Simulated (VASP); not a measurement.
Here is a VASP 6.6.1 calculation.

File POSCAR:

```
ZnS
1.0
    0.0000000000      2.7046500000      2.7046500000
    2.7046500000      0.0000000000      2.7046500000
    2.7046500000      2.7046500000      0.0000000000
Zn S
1 1
Direct
    0.0400248370      0.0400248370      0.0400248370
    0.7500000000      0.7500000000      0.7500000000
```

Contents of INCAR.step1:

```
SYSTEM = ZnS
PREC = Accurate
ENCUT = 520
ISMEAR = 0
SIGMA = 0.05
LREAL = .FALSE.
LASPH = .TRUE.
NELM = 80
NBANDS = 16
GGA = PE
ALGO = Normal
EDIFF = 1E-4
LWAVE = .TRUE.
LCHARG = .FALSE.
```

File INCAR.step2:

```
SYSTEM = ZnS
PREC = Accurate
ENCUT = 520
EDIFF = 1E-7
ISMEAR = 0
SIGMA = 0.05
LREAL = .FALSE.
LASPH = .TRUE.
NELM = 80
ALGO = Normal
ISIF = 2
LWAVE = .FALSE.
LCHARG = .TRUE.
METAGGA = R2SCAN
LMIXTAU = .TRUE.
LELF = .TRUE.
LVHAR = .TRUE.
NBANDS = 16
ISTART = 1
```

Contents of KPOINTS:

```
regular mesh
0
G
  8 8 8
  0 0 0
```

Potentials or basis: VASP PAW PBE potentials, release 64 (Zn, S).

Command:

```sh
$ cat potpaw_PBE.64/Zn/POTCAR potpaw_PBE.64/S/POTCAR > POTCAR
$ cp INCAR.step1 INCAR
$ mpirun -np 1 vasp_std > vasp.out
$ cp INCAR.step2 INCAR
$ mpirun -np 1 vasp_std > vasp.out
```

Task: Estimate the band gap on the k mesh.

Result: 2.67 eV, direct.

Task: Estimate the largest force.

Result: 0.821 eV/Å.

Task: Estimate the pressure.

Result: 1.8 GPa.

Forces in eV/Å, atoms in the order of the input:
```
Zn  -0.474 -0.474 -0.474
S    0.474  0.474  0.474
```

Caveat: the cell differs from its parent crystal (all Zn atoms moved -0.375 Å, as atom 1 towards its neighbour atom 2 (S) at 2.342 Å); the PAW data sets were made with another functional, which shifts forces and pressure a little.
